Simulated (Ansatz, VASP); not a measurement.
**KCl in VASP and in Ansatz**

File POSCAR:

```
KCl
1.0
    3.9144934694      0.0000000000      0.0000000000
    0.0000000000      3.9144934694      0.0000000000
    0.0000000000      0.0000000000      3.9144934694
K Cl
1 1
Direct
    0.0000000000      0.0000000000      0.0000000000
    0.5000000000      0.5000000000      0.5000000000
```

File INCAR.step1:

```
SYSTEM = KCl
PREC = Accurate ; ENCUT = 520
ISMEAR = -1 ; SIGMA = 0.05
LREAL = .FALSE. ; LASPH = .TRUE.
NELM = 60 ; NBANDS = 15
GGA = PE ; ALGO = Normal
EDIFF = 1E-4 ; LWAVE = .TRUE.
LCHARG = .FALSE.
```

File INCAR.step2:

```
SYSTEM = KCl
PREC = Accurate ; ENCUT = 520
EDIFF = 1E-7 ; ISMEAR = -1
SIGMA = 0.05 ; LREAL = .FALSE.
LASPH = .TRUE. ; NELM = 60
ALGO = Normal ; ISIF = 2
LWAVE = .FALSE. ; LCHARG = .TRUE.
METAGGA = R2SCAN ; LMIXTAU = .TRUE.
LELF = .TRUE. ; LVHAR = .TRUE.
NBANDS = 15 ; ISTART = 1
```

File KPOINTS:

```
Automatic mesh
0
G
  7 7 7
  0 0 0
```

File input.yaml:

```yaml
crystal:
  lattice:
    - [3.9144934694, 0.0, 0.0]
    - [0.0, 3.9144934694, 0.0]
    - [0.0, 0.0, 3.9144934694]
  atoms:
    - { symbol: K, position: [0.0, 0.0, 0.0] }
    - { symbol: Cl, position: [0.5, 0.5, 0.5] }
hamiltonian:
  xc: r2scan
  pseudopotentials: { kind: paw }
kpoints:
  mp_grid: { grid: [7, 7, 7] }
scf:
  occupations: { method: fermi_dirac, width: 0.05 }
output:
  forces: true
  stress: true
  eigenvalues: true
  write_density: true
  write_potential: true
  elf: true
  volumetric_format: npy
```

Alike in both runs: task single point; functional r2SCAN; k mesh 7 × 7 × 7; occupations fermi-dirac, width 0.05 eV; no spin polarisation.

|  | VASP | Ansatz |
| --- | --- | --- |
| version | VASP 6.6.1 | Ansatz 0.2.0 |
| potentials or method | VASP PAW PBE potentials, release 64 (K_sv, Cl) | Ansatz PAW |
| plane-wave cutoff (eV) | 520 | 500 |
| valence electrons in the cell | 16 | 16 |

```tsv
	VASP	Ansatz	Ansatz less VASP
gap on the k mesh at the Fermi level (eV)	5.33	5.32	-0.005
least direct gap on the mesh (eV)	5.50	5.50	-0.005
pressure (GPa)	-2.0	-1.9	+0.05
```

VASP's potentials were made for PBE, not for r2SCAN.

Noted on Ansatz's run: odd divisions of the mesh miss points on the zone boundary, where band edges often lie, so the gap on the mesh can be too wide.
